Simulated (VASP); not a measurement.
# Cd3Cl3O (R3m) in VASP: single point with PBE

Aim: the single point of Cd3Cl3O with PBE.

Everything below comes from runs of VASP 6.6.1. Logs are shortened: lines on timing, memory, paths and dates and some standing lists are left out, and cuts for length are marked.

### Step 1. The cell of the first run

The structure is trigonal, space group R3m (No. 160). The conventional cell has a = 7.820 Å, b = 7.820 Å, c = 9.352 Å, α = 90.00°, β = 90.00°, γ = 120.00°. Within 3.0 Å of Cd (site symmetry m) lie 1 O at 2.19 Å and 4 Cl at 2.67 to 2.90 Å. Cl (site symmetry m) has 4 Cd at 2.67 to 2.90 Å within 3.5 Å. O (site symmetry 3m) has 3 Cd at 2.19 Å within 2.9 Å.

### Step 2. Single point, PBE

The input, INCAR:

```
SYSTEM = Cd3Cl3O
ALGO     = Normal         ! electronic algorithm
EDIFF    = 1E-6           ! SCF threshold, eV
ENCUT    = 700            ! plane-wave cutoff, eV
GGA      = PE             ! functional
GGA_COMPAT= .False.      
ISIF     = 2              ! what is computed and relaxed
ISMEAR   = 0              ! smearing method
LASPH    = .True.         ! aspherical terms in the spheres
LCHARG   = .True.         ! write CHGCAR
LELF     = .True.         ! ELF
LREAL    = .False.        ! projectors in reciprocal space
LVHAR    = .True.       
LWAVE    = .False.        ! write WAVECAR
NBANDS   = 52             ! bands
NELM     = 120            ! most SCF steps
PREC     = Accurate       ! precision mode
SIGMA    = 0.1            ! smearing width, eV
```

The input, KPOINTS:

```
k-points
0
Gamma
  3 3 3
  0 0 0
```

The input, POSCAR:

```
Cd3Cl3O
1.0
    3.9102103844      2.2575610180      3.1171858600
   -3.9102103844      2.2575610180      3.1171858600
    0.0000000000     -4.5151220360      3.1171858600
Cd Cl O
3 3 1
Direct
    0.5082703832      0.0699757562      0.5082703832
    0.5082703832      0.5082703832      0.0699757562
    0.0699757562      0.5082703832      0.5082703832
    0.9851847498      0.9851847498      0.4821523489
    0.4821523489      0.9851847498      0.9851847498
    0.9851847498      0.4821523489      0.9851847498
    0.4624469967      0.4624469967      0.4624469967
```

Potentials or basis: VASP PAW PBE potentials, release 64 (Cd_sv_GW, Cl, O).

Launch:

```console
$ cat potpaw_PBE.64/Cd_sv_GW/POTCAR potpaw_PBE.64/Cl/POTCAR potpaw_PBE.64/O/POTCAR > POTCAR
$ mpirun -np 1 vasp_std > vasp.out
```

OUTCAR:

```text
SYSTEM = Cd3Cl3O
   EDIFF = 1E-6
   ENCUT = 700
   GGA = PE
   ISIF = 2
   ISMEAR = 0
   LASPH = .True.
   LREAL = .False.
   NELM = 120
   PREC = Accurate

 ion  position               nearest neighbor table
   1  0.508  0.070  0.508-   7 2.19
   2  0.508  0.508  0.070-   7 2.19
   3  0.070  0.508  0.508-   7 2.19
   4  0.985  0.985  0.482-
   5  0.482  0.985  0.985-
   6  0.985  0.482  0.985-
   7  0.462  0.462  0.462-   2 2.19   1 2.19   3 2.19

  LATTYP: Found a trigonal (rhomboedric) cell.
 ALAT       =     5.4866360082
 COS(alpha) =    -0.0158227768

  Lattice vectors:

 A1 = (   3.9102103844,   2.2575610180,   3.1171858600)
 A2 = (  -3.9102103844,   2.2575610180,   3.1171858600)
 A3 = (   0.0000000000,  -4.5151220360,   3.1171858600)

Analysis of symmetry for initial positions (statically):
=====================================================================
 Subroutine PRICEL returns:
 Original cell was already a primitive cell.

 Routine SETGRP: Setting up the symmetry group for a
 trigonal (rhombohedral) supercell.

 Subroutine GETGRP returns: Found  6 space group operations
 (whereof  6 operations were pure point group operations)
 out of a pool of 12 trial point group operations.

The static configuration has the point symmetry C_3v.

Analysis of symmetry for dynamics (positions and initial velocities):
=====================================================================
 Subroutine PRICEL returns:
 Original cell was already a primitive cell.

 Routine SETGRP: Setting up the symmetry group for a
 trigonal (rhombohedral) supercell.

 Subroutine GETGRP returns: Found  6 space group operations
 (whereof  6 operations were pure point group operations)
 out of a pool of 12 trial point group operations.

The dynamic configuration has the point symmetry C_3v.

 Subroutine INISYM returns: Found  6 space group operations
 (whereof  6 operations are pure point group operations),
 and found     1 'primitive' translations

----------------------------------------------------------------------------------------

                                     Primitive cell

  volume of cell :     165.1025

  direct lattice vectors                    reciprocal lattice vectors
     3.910210384  2.257561018  3.117185860     0.127870358  0.073825985  0.106934058
    -3.910210384  2.257561018  3.117185860    -0.127870358  0.073825985  0.106934058
     0.000000000 -4.515122036  3.117185860     0.000000000 -0.147651971  0.106934058

  length of vectors
     5.486636008  5.486636008  5.486636008     0.182307425  0.182307425  0.182307425

  position of ions in fractional coordinates (direct lattice)
     0.508270383  0.069975756  0.508270383
     0.508270383  0.508270383  0.069975756
     0.069975756  0.508270383  0.508270383
     0.985184750  0.985184750  0.482152349
     0.482152349  0.985184750  0.985184750
     0.985184750  0.482152349  0.985184750
     0.462446997  0.462446997  0.462446997

  ion indices of the primitive-cell ions
   primitive index   ion index
                 1           1
                 2           2
                 3           3
                 4           4
                 5           5
                 6           6
                 7           7

----------------------------------------------------------------------------------------

 KPOINTS: k-points

Automatic generation of k-mesh.
 Grid dimensions read from file:
 generate k-points for:    3    3    3

 Generating k-lattice:

  Cartesian coordinates                     Fractional coordinates (reciprocal lattice)
     0.042623453  0.024608662  0.035644686     0.333333333 -0.000000000 -0.000000000
    -0.042623453  0.024608662  0.035644686    -0.000000000  0.333333333 -0.000000000
     0.000000000 -0.049217324  0.035644686    -0.000000000 -0.000000000  0.333333333

  Length of vectors
     0.060769142  0.060769142  0.060769142

  Shift w.r.t. Gamma in fractional coordinates (k-lattice)
     0.000000000  0.000000000  0.000000000

 Subroutine IBZKPT returns following result:
 ===========================================

 Found      6 irreducible k-points:

 Following reciprocal coordinates:
            Coordinates               Weight
  0.000000  0.000000  0.000000      1.000000
  0.333333  0.000000  0.000000      6.000000
  0.333333  0.333333  0.000000      6.000000
 -0.333333  0.333333  0.000000      6.000000
  0.333333  0.333333  0.333333      2.000000
 -0.333333  0.333333  0.333333      6.000000
   k-points           NKPTS =      6   k-points in BZ     NKDIM =      6   number of bands    NBANDS=     52
   number of dos      NEDOS =    301   number of ions     NIONS =      7
   total plane-waves  NPLWV = 110592
   dimension x,y,z NGX =    48 NGY =   48 NGZ =   48
   dimension x,y,z NGXF=    96 NGYF=   96 NGZF=   96
   ions per type =               3   3   1
   NGX,Y,Z   is equivalent  to a cutoff of  14.54, 14.54, 14.54 a.u.
   NGXF,Y,Z  is equivalent  to a cutoff of  29.09, 29.09, 29.09 a.u.
 SYSTEM =  Cd3Cl3O
   PREC   = accura    normal or accurate (medium, high low for compatibility)
   ISTART =      0    job   : 0-new  1-cont  2-samecut
   ICHARG =      2    charge: 1-file 2-atom 10-const
   ISPIN  =      1    spin polarized calculation?
   LNONCOLLINEAR =      F non collinear calculations
   LSORBIT =      F    spin-orbit coupling
   LASPH  =      T    aspherical Exc in radial PAW
   ENCUT  =  700.0 eV  51.45 Ry    7.17 a.u.  11.84 11.84 11.84*2*pi/ulx,y,z
   NELM   =    120;   NELMIN=  2; NELMDL= -5     # of ELM steps
   EDIFF  = 0.1E-05   stopping-criterion for ELM
   LREAL  =      F    real-space projection
   EDIFFG = 0.1E-04   stopping-criterion for IOM
   NSW    =      0    number of steps for IOM
   IBRION =     -1    ionic relax: 0-MD 1-quasi-New 2-CG
   NFREE  =      0    steps in history (QN), initial steepest desc. (CG)
   ISIF   =      2    stress and relaxation
   ISYM   =      2    0-nonsym 1-usesym 2-fastsym
   POTIM  = 0.5000    time-step for ionic-motion
   TEBEG  =    0.0;   TEEND  =   0.0 temperature during run
   PSTRESS=    0.0 pullay stress
   NELECT =      87.0000    total number of electrons
   NUPDOWN=      -1.0000    fix difference up-down
   EMIN   =  10.00;   EMAX   =-10.00  energy-range for DOS
   EFERMI =   0.00;   METHOD = LEGACY
   ISMEAR =     0;   SIGMA  =   0.10  broadening in eV -4-tet -1-fermi 0-gaus
   EFERMI_NEDOS =   21; number of points for ismear=-14 and -15
   IALGO  =     38    algorithm
   IMIX   =      4    mixing-type and parameters
     AMIX     =   0.40;   BMIX     =  1.00
     AMIX_MAG =   1.60;   BMIX_MAG =  1.00
  volume/ion in A,a.u.               =      23.59       159.17
  Fermi-wavevector in a.u.,A,eV,Ry     =   1.322300  2.498785 23.789484  1.748478
  Thomas-Fermi vector in A             =   2.451991
   LORBIT       =      0    0 simple, 1 ext, 2 COOP (PROOUT), +10 PAW based schemes
   GGA     = PE    functional components
   LHFCALC =     F    Hartree Fock is set to
   AEXX    =    0.0000 exact exchange contribution
   IVDW    =     0    specifies the selected vdW correction
   LEPSILON=     F    determine dielectric tensor
   LRPA    =     F    only Hartree local field effects (RPA)
 non-spin polarized calculation
 Gauss-broadening in eV      SIGMA  =   0.10
  energy-cutoff  :      700.00
  volume of cell :      165.10
 maximum number of plane-waves:      6955
   NGX = 23   NGY = 23   NGZ = 23

 number of electron      87.0000008 magnetization

 Free energy of the ion-electron system (eV)
  ---------------------------------------------------
  ext. energy  EPLUGINS =         0.00000000
  ---------------------------------------------------
  free energy    TOTEN  =       -18.24667684 eV

  energy without entropy =      -18.22033169  energy(sigma->0) =      -18.23350427

 E-fermi :   4.0688     XC(G=0):  -9.1591

 val. band max:        3.4417754778   @ k =   0.0000   0.0000   0.0000
 cond. band min:       4.0749319564   @ k =   0.3333   0.0000   0.0000
 fundamental gap:      0.6331564786
 Fermi energy:         4.0688437802

 k-point     1 :       0.0000    0.0000    0.0000
  band No.  band energies     occupation
      1     -99.1947      2.00000
      2     -99.1945      2.00000
      3     -99.1945      2.00000
      4     -60.2926      2.00000
      5     -60.2926      2.00000
      6     -60.2926      2.00000
[... 44 lines left out ...]
     51       9.6587      0.00000
     52       9.6609      0.00000

 k-point     2 :       0.3333    0.0000    0.0000
  band No.  band energies     occupation
      1     -99.1947      2.00000
      2     -99.1945      2.00000
      3     -99.1945      2.00000
      4     -60.2928      2.00000
      5     -60.2927      2.00000
      6     -60.2925      2.00000
[... 44 lines left out ...]
     51       9.5834      0.00000
     52       9.7526      0.00000

 k-point     3 :       0.3333    0.3333    0.0000
  band No.  band energies     occupation
      1     -99.1946      2.00000
      2     -99.1945      2.00000
      3     -99.1945      2.00000
      4     -60.2930      2.00000
      5     -60.2926      2.00000
      6     -60.2924      2.00000
[... 44 lines left out ...]
     51       9.3713      0.00000
     52       9.5038      0.00000

 k-point     4 :      -0.3333    0.3333    0.0000
  band No.  band energies     occupation
      1     -99.1946      2.00000
      2     -99.1945      2.00000
      3     -99.1945      2.00000
      4     -60.2930      2.00000
      5     -60.2926      2.00000
      6     -60.2924      2.00000
[... 44 lines left out ...]
     51       9.3781      0.00000
     52       9.9173      0.00000

 k-point     5 :       0.3333    0.3333    0.3333
  band No.  band energies     occupation
      1     -99.1946      2.00000
      2     -99.1945      2.00000
      3     -99.1945      2.00000
      4     -60.2931      2.00000
      5     -60.2924      2.00000
      6     -60.2924      2.00000
[... 44 lines left out ...]
     51       9.3353      0.00000
     52       9.3357      0.00000

 k-point     6 :      -0.3333    0.3333    0.3333
  band No.  band energies     occupation
      1     -99.1946      2.00000
      2     -99.1945      2.00000
      3     -99.1945      2.00000
      4     -60.2932      2.00000
      5     -60.2924      2.00000
      6     -60.2924      2.00000
[... 44 lines left out ...]
     51       9.1837      0.00000
     52       9.5217      0.00000

------------------------ aborting loop because EDIFF is reached ----------------------------------------

  FORCE on cell =-STRESS in cart. coord.  units (eV):
  Direction    XX          YY          ZZ          XY          YZ          ZX
  --------------------------------------------------------------------------------------
  -------------------------------------------------------------------------------------
  Total        0.2184794      0.2184794      0.2301519      0.0000000      0.0000000      0.0000000
  in kB        2.1201542      2.1201542      2.2334265      0.0000000      0.0000000      0.0000000
  external PRESSURE =       2.1579117 kB  Pullay stress =       0.0000000 kB

 VOLUME and BASIS-vectors are now :
 -----------------------------------------------------------------------------
  energy-cutoff  :      700.00
  volume of cell :      165.10
      direct lattice vectors                 reciprocal lattice vectors
     3.910210384  2.257561018  3.117185860     0.127870358  0.073825985  0.106934058
    -3.910210384  2.257561018  3.117185860    -0.127870358  0.073825985  0.106934058
     0.000000000 -4.515122036  3.117185860     0.000000000 -0.147651971  0.106934058

 POSITION                                       TOTAL-FORCE (eV/Angst)
 -----------------------------------------------------------------------------------
      1.71382     -0.98948      3.38687         0.059489     -0.034346     -0.017320
      0.00000      1.97895      3.38687        -0.000000      0.068692     -0.017320
     -1.71382     -0.98948      3.38687        -0.059489     -0.034346     -0.017320
      0.00000      2.27125      7.64497        -0.000000      0.011041      0.004537
     -1.96696     -1.13563      7.64497        -0.009561     -0.005520      0.004537
      1.96696     -1.13563      7.64497         0.009561     -0.005520      0.004537
      0.00000      0.00000      4.32460        -0.000000     -0.000000      0.038349
 -----------------------------------------------------------------------------------
    total drift:                               -0.000000      0.000005     -0.002449

  FREE ENERGIE OF THE ION-ELECTRON SYSTEM (eV)
  ---------------------------------------------------
  free  energy   TOTEN  =       -18.2466768427 eV

  energy  without entropy=      -18.2203316943  energy(sigma->0) =      -18.23350427
```

It took 53 s on 1 thread of AMD EPYC 9R45 (Zen 5), shared host; peak memory 0.33 GiB.

What came out:

```
Free energy            : -18.2467 eV
Pressure               : 0.2 GPa
Largest force          : 0.071 eV/Å
Band gap on the k mesh : zero (an odd number of electrons rules out a gap without spin polarisation)
```

Forces on the atoms (eV/Å):
```
Cd   0.059 -0.034 -0.017
Cd   0.000  0.069 -0.017
Cd  -0.059 -0.034 -0.017
Cl   0.000  0.011  0.005
Cl  -0.010 -0.006  0.005
Cl   0.010 -0.006  0.005
O    0.000  0.000  0.038
```

Levels at points of the mesh, in eV from the Fermi level:
```tsv
k point	band 40	band 41	band 42	band 43	band 44	band 45	band 46	band 47
(0.00, 0.00, 0.00)	-3.89	-3.56	-3.56	-3.18	-2.31	-0.63	-0.63	4.62
```

Caveat: the k points lie up to 0.38 Å⁻¹ apart, too coarse for converged energies and pressures of a metal; an odd number of electrons without spin polarisation forces a metal; a magnetic or distorted state may lie lower.

The gap in the log of VASP goes by the Fermi energy; the results here count the filled bands.